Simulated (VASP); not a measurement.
# Mg3O2 (R-3m) in VASP: relaxation of shape and atoms at fixed volume with PBE

Aim: the relaxation of shape and atoms at fixed volume of Mg3O2 with PBE.

All numbers are computed with VASP 6.6.1; they aren't measurements. Logs are shortened: lines on timing, memory, paths and dates and some standing lists are left out, and cuts for length are marked.

## (1) The cell of the first run

It takes space group R-3m (No. 166, trigonal). The conventional cell has a = 2.962 Å, b = 2.962 Å, c = 21.707 Å, α = 90.00°, β = 90.00°, γ = 120.00°. Within 2.8 Å of Mg (site symmetry 3m) lie 3 O at 2.10 Å. Mg (site symmetry -3m) has 6 O at 2.08 Å within 2.8 Å. O (site symmetry 3m) has 6 Mg at 2.08 to 2.10 Å within 2.8 Å.

## (2) Relaxation of shape and atoms at fixed volume, PBE (11.00 Å³/atom)

INCAR

```
SYSTEM = Mg3O2
ALGO = Normal
EDIFF = 1E-6
EDIFFG = -0.01
ENCUT = 600
GGA = PE
IBRION = 2
ISIF = 4
ISMEAR = 0
LASPH = .TRUE.
LCHARG = .FALSE.
LREAL = .FALSE.
LWAVE = .FALSE.
NELM = 80
NSW = 50
PREC = Accurate
SIGMA = 0.1
```

KPOINTS

```
k-points
0
G
  12 12 12
  0 0 0
```

POSCAR

```
Mg3O2
1.0
    1.4812011067      0.8551718577      7.2356640917
   -1.4812011067      0.8551718577      7.2356640917
    0.0000000000     -1.7103437154      7.2356640917
Mg O
3 2
Direct
    0.2223359238      0.2223359238      0.2223359238
    0.7776640762      0.7776640762      0.7776640762
    0.0000000000      0.0000000000      0.0000000000
    0.6119789748      0.6119789748      0.6119789748
    0.3880210252      0.3880210252      0.3880210252
```

Potentials or basis: VASP PAW PBE potentials, release 64 (Mg, O).

Launch:

```bash
$ cat potpaw_PBE.64/Mg/POTCAR potpaw_PBE.64/O/POTCAR > POTCAR
$ mpirun -np 1 vasp_std > vasp.out
```

OUTCAR:

```text
SYSTEM = Mg3O2
   EDIFF = 1E-6
   EDIFFG = -0.01
   ENCUT = 600
   GGA = PE
   IBRION = 2
   ISIF = 4
   ISMEAR = 0
   LASPH = .TRUE.
   LREAL = .FALSE.
   NELM = 80
   NSW = 50
   PREC = Accurate

 ion  position               nearest neighbor table
   1  0.222  0.222  0.222-   4 2.10   4 2.10   4 2.10   3 2.95   3 2.95   3 2.95   2 2.96   2 2.96
                             2 2.96
   2  0.778  0.778  0.778-   5 2.10   5 2.10   5 2.10   3 2.95   3 2.95   3 2.95   1 2.96   1 2.96
                             1 2.96
   3  0.000  0.000  0.000-   4 2.08   4 2.08   5 2.08   5 2.08   4 2.08   5 2.08   1 2.95   2 2.95
                             1 2.95   2 2.95   1 2.95   2 2.95
   4  0.612  0.612  0.612-   3 2.08   3 2.08   3 2.08   1 2.10   1 2.10   1 2.10
   5  0.388  0.388  0.388-   3 2.08   3 2.08   3 2.08   2 2.10   2 2.10   2 2.10

  LATTYP: Found a trigonal (rhomboedric) cell.
 ALAT       =     7.4350595473
 COS(alpha) =     0.9206240111

  Lattice vectors:

 A1 = (   1.4812011067,   0.8551718577,   7.2356640917)
 A2 = (  -1.4812011067,   0.8551718577,   7.2356640917)
 A3 = (   0.0000000000,  -1.7103437154,   7.2356640917)

Analysis of symmetry for initial positions (statically):
=====================================================================
 Subroutine PRICEL returns:
 Original cell was already a primitive cell.

 Routine SETGRP: Setting up the symmetry group for a
 trigonal (rhombohedral) supercell.

 Subroutine GETGRP returns: Found 12 space group operations
 (whereof 12 operations were pure point group operations)
 out of a pool of 12 trial point group operations.

The static configuration has the point symmetry D_3d.

Analysis of symmetry for dynamics (positions and initial velocities):
=====================================================================
 Subroutine PRICEL returns:
 Original cell was already a primitive cell.

 Routine SETGRP: Setting up the symmetry group for a
 trigonal (rhombohedral) supercell.

 Subroutine GETGRP returns: Found 12 space group operations
 (whereof 12 operations were pure point group operations)
 out of a pool of 12 trial point group operations.

The dynamic configuration has the point symmetry D_3d.

 Subroutine INISYM returns: Found 12 space group operations
 (whereof 12 operations are pure point group operations),
 and found     1 'primitive' translations

----------------------------------------------------------------------------------------

                                     Primitive cell

  volume of cell :      54.9917

  direct lattice vectors                    reciprocal lattice vectors
     1.481201107  0.855171858  7.235664092     0.337563885  0.194892600  0.046068105
    -1.481201107  0.855171858  7.235664092    -0.337563885  0.194892600  0.046068105
     0.000000000 -1.710343715  7.235664092     0.000000000 -0.389785200  0.046068105

  length of vectors
     7.435059547  7.435059547  7.435059547     0.392498117  0.392498117  0.392498117

  position of ions in fractional coordinates (direct lattice)
     0.222335924  0.222335924  0.222335924
     0.777664076  0.777664076  0.777664076
     0.000000000  0.000000000  0.000000000
     0.611978975  0.611978975  0.611978975
     0.388021025  0.388021025  0.388021025

  ion indices of the primitive-cell ions
   primitive index   ion index
                 1           1
                 2           2
                 3           3
                 4           4
                 5           5

----------------------------------------------------------------------------------------

 KPOINTS: k-points

Automatic generation of k-mesh.
 Grid dimensions read from file:
 generate k-points for:   12   12   12

 Generating k-lattice:

  Cartesian coordinates                     Fractional coordinates (reciprocal lattice)
     0.028130324  0.016241050  0.003839009     0.083333333 -0.000000000 -0.000000000
    -0.028130324  0.016241050  0.003839009    -0.000000000  0.083333333 -0.000000000
     0.000000000 -0.032482100  0.003839009    -0.000000000 -0.000000000  0.083333333

  Length of vectors
     0.032708176  0.032708176  0.032708176

  Shift w.r.t. Gamma in fractional coordinates (k-lattice)
     0.000000000  0.000000000  0.000000000

 Subroutine IBZKPT returns following result:
 ===========================================

 Found    189 irreducible k-points:

 Following reciprocal coordinates:
            Coordinates               Weight
  0.000000  0.000000  0.000000      1.000000
  0.083333  0.000000 -0.000000      6.000000
  0.166667 -0.000000 -0.000000      6.000000
  0.250000 -0.000000  0.000000      6.000000
  0.333333 -0.000000  0.000000      6.000000
  0.416667  0.000000  0.000000      6.000000
[... 16 lines left out ...]
  0.500000  0.166667 -0.000000     12.000000
 -0.416667  0.166667  0.000000     12.000000
 [... further k-points ...]
   k-points           NKPTS =    189   k-points in BZ     NKDIM =    189   number of bands    NBANDS=     13
   number of dos      NEDOS =    301   number of ions     NIONS =      5
   total plane-waves  NPLWV = 216000
   dimension x,y,z NGX =    60 NGY =   60 NGZ =   60
   dimension x,y,z NGXF=   120 NGYF=  120 NGZF=  120
   ions per type =               3   2
   NGX,Y,Z   is equivalent  to a cutoff of  13.42, 13.42, 13.42 a.u.
   NGXF,Y,Z  is equivalent  to a cutoff of  26.83, 26.83, 26.83 a.u.
 SYSTEM =  Mg3O2
   PREC   = accura    normal or accurate (medium, high low for compatibility)
   ISTART =      0    job   : 0-new  1-cont  2-samecut
   ICHARG =      2    charge: 1-file 2-atom 10-const
   ISPIN  =      1    spin polarized calculation?
   LNONCOLLINEAR =      F non collinear calculations
   LSORBIT =      F    spin-orbit coupling
   LASPH  =      T    aspherical Exc in radial PAW
   ENCUT  =  600.0 eV  44.10 Ry    6.64 a.u.  14.85 14.85 14.85*2*pi/ulx,y,z
   NELM   =     80;   NELMIN=  2; NELMDL= -5     # of ELM steps
   EDIFF  = 0.1E-05   stopping-criterion for ELM
   LREAL  =      F    real-space projection
   EDIFFG = -.1E-01   stopping-criterion for IOM
   NSW    =     50    number of steps for IOM
   IBRION =      2    ionic relax: 0-MD 1-quasi-New 2-CG
   NFREE  =      1    steps in history (QN), initial steepest desc. (CG)
   ISIF   =      4    stress and relaxation
   ISYM   =      2    0-nonsym 1-usesym 2-fastsym
   POTIM  = 0.5000    time-step for ionic-motion
   TEBEG  =    0.0;   TEEND  =   0.0 temperature during run
   PSTRESS=    0.0 pullay stress
   NELECT =      18.0000    total number of electrons
   NUPDOWN=      -1.0000    fix difference up-down
   EMIN   =  10.00;   EMAX   =-10.00  energy-range for DOS
   EFERMI =   0.00;   METHOD = LEGACY
   ISMEAR =     0;   SIGMA  =   0.10  broadening in eV -4-tet -1-fermi 0-gaus
   EFERMI_NEDOS =   21; number of points for ismear=-14 and -15
   IALGO  =     38    algorithm
   IMIX   =      4    mixing-type and parameters
     AMIX     =   0.40;   BMIX     =  1.00
     AMIX_MAG =   1.60;   BMIX_MAG =  1.00
  volume/ion in A,a.u.               =      11.00        74.22
  Fermi-wavevector in a.u.,A,eV,Ry     =   1.128236  2.132057 17.319082  1.272917
  Thomas-Fermi vector in A             =   2.264925
   LORBIT       =      0    0 simple, 1 ext, 2 COOP (PROOUT), +10 PAW based schemes
   GGA     = PE    functional components
   LHFCALC =     F    Hartree Fock is set to
   AEXX    =    0.0000 exact exchange contribution
   IVDW    =     0    specifies the selected vdW correction
   LEPSILON=     F    determine dielectric tensor
   LRPA    =     F    only Hartree local field effects (RPA)
 conjugate gradient relaxation of ions
 non-spin polarized calculation
 Gauss-broadening in eV      SIGMA  =   0.10
  energy-cutoff  :      600.00
  volume of cell :       54.99
 maximum number of plane-waves:      1854
   NGX = 29   NGY = 29   NGZ = 29

--------------------------------------- Ionic step        1  -------------------------------------------

 number of electron      18.0000000 magnetization

 Free energy of the ion-electron system (eV)
  ---------------------------------------------------
  ext. energy  EPLUGINS =         0.00000000
  ---------------------------------------------------
  free energy    TOTEN  =       -24.47114406 eV

  energy without entropy =      -24.47053556  energy(sigma->0) =      -24.47083981

------------------------ aborting loop because EDIFF is reached ----------------------------------------

  FORCE on cell =-STRESS in cart. coord.  units (eV):
  Direction    XX          YY          ZZ          XY          YZ          ZX
  --------------------------------------------------------------------------------------
  -------------------------------------------------------------------------------------
  Total        3.6794641      3.6794641      3.7799969      0.0000000     -0.0000000      0.0000000
  in kB      107.2008131    107.2008131    110.1298245      0.0000000     -0.0000000      0.0000000
  external PRESSURE =     108.1771503 kB  Pullay stress =       0.0000000 kB
[... 141 lines left out ...]
  energy  without entropy=      -24.4713891356  energy(sigma->0) =      -24.47169074

--------------------------------------- Ionic step        5  -------------------------------------------

 number of electron      18.0000000 magnetization

 Free energy of the ion-electron system (eV)
  ---------------------------------------------------
  ext. energy  EPLUGINS =         0.00000000
  ---------------------------------------------------
  free energy    TOTEN  =       -24.47199911 eV

  energy without entropy =      -24.47139603  energy(sigma->0) =      -24.47169757

 E-fermi :   6.2702     XC(G=0): -10.5236

 val. band max:        6.2098944953   @ k =  -0.2500   0.2500   0.2500
 cond. band min:       6.2814050345   @ k =  -0.3333  -0.3333   0.1667
 fundamental gap:      0.0715105392
 Fermi energy:         6.2702445962

 k-point     1 :       0.0000    0.0000    0.0000
  band No.  band energies     occupation
      1     -14.8612      2.00000
      2     -14.1533      2.00000
      3      -2.3072      2.00000
      4       0.3684      2.00000
      5       1.5139      2.00000
      6       1.6878      2.00000
      7       1.6878      2.00000
      8       2.0448      2.00000
      9       2.0448      2.00000
     10       7.9583      0.00000
     11       8.7695      0.00000
     12      11.5534      0.00000
     13      15.2041      0.00000
[... 353 lines left out ...]
 k-point    24 :      -0.4167    0.1667    0.0000
  band No.  band energies     occupation
      1     -13.6871      2.00000
      2     -13.5736      2.00000
      3      -1.8245      2.00000
      4      -1.4509      2.00000
      5       0.0850      2.00000
      6       0.2611      2.00000
      7       0.7330      2.00000
      8       0.9429      2.00000
      9       5.9898      1.99993
     10       6.5150      0.00054
     11      10.2485      0.00000
     12      12.2097      0.00000
     13      12.6515      0.00000

 [... further k-points ...]
[... 5 lines left out ...]
  --------------------------------------------------------------------------------------
  -------------------------------------------------------------------------------------
  Total        3.6543610      3.6543610      3.6269852      0.0000000     -0.0000000      0.0000000
  in kB      106.4694372    106.4694372    105.6718442      0.0000000     -0.0000000      0.0000000
  external PRESSURE =     106.2035728 kB  Pullay stress =       0.0000000 kB
[... 20 lines left out ...]
  FREE ENERGIE OF THE ION-ELECTRON SYSTEM (eV)
  ---------------------------------------------------
  free  energy   TOTEN  =       -24.4719991059 eV

  energy  without entropy=      -24.4713960332  energy(sigma->0) =      -24.47169757

 reached required accuracy - stopping structural energy minimisation
```

Run time: 40 min. Hardware: 1 thread of Intel Xeon 8259CL, shared host; peak memory 0.63 GiB.

Results:

```
Free energy               : -24.4720 eV
Energy gained by relaxing : 0.2 meV/atom
Ionic steps               : 5
Pressure after relaxing   : 10.6 GPa
Band gap on the k mesh    : zero (bands 9 and 10 overlap by 1.07 eV)
```

Forces in eV/Å, atoms in the order of the input:
```
Mg   0.000  0.000 -0.002
Mg   0.000  0.000  0.002
Mg   0.000  0.000  0.000
O    0.000  0.000  0.001
O    0.000  0.000 -0.001
```

Stress tensor (GPa, compression positive):
```
10.65  0.00  0.00
 0.00 10.65  0.00
 0.00  0.00 10.57
```

Step by step:
| step | energy change (eV) | largest force (eV/Å) | pressure (GPa) | volume (Å³) |
| --- | --- | --- | --- | --- |
| 1 | 0.0000 | 0.1134 | 10.82 | 54.99 |
| 2 | -0.0007 | 0.0455 | 10.64 | 54.99 |
| 3 | -0.0007 | 0.0484 | 10.65 | 54.99 |
| 4 | -0.0008 | 0.0105 | 10.63 | 54.99 |
| 5 | -0.0009 | 0.0020 | 10.62 | 54.99 |

Final structure:
```
CELL_PARAMETERS angstrom
1.48065 0.85486 7.24101
-1.48065 0.85486 7.24101
0.00000 -1.70971 7.24101
ATOMIC_POSITIONS crystal
Mg 0.22202 0.22202 0.22202
Mg 0.77798 0.77798 0.77798
Mg 0.00000 0.00000 0.00000
O 0.61181 0.61181 0.61181
O 0.38819 0.38819 0.38819
```

The gap in the log of VASP goes by the Fermi energy; the results here count the filled bands.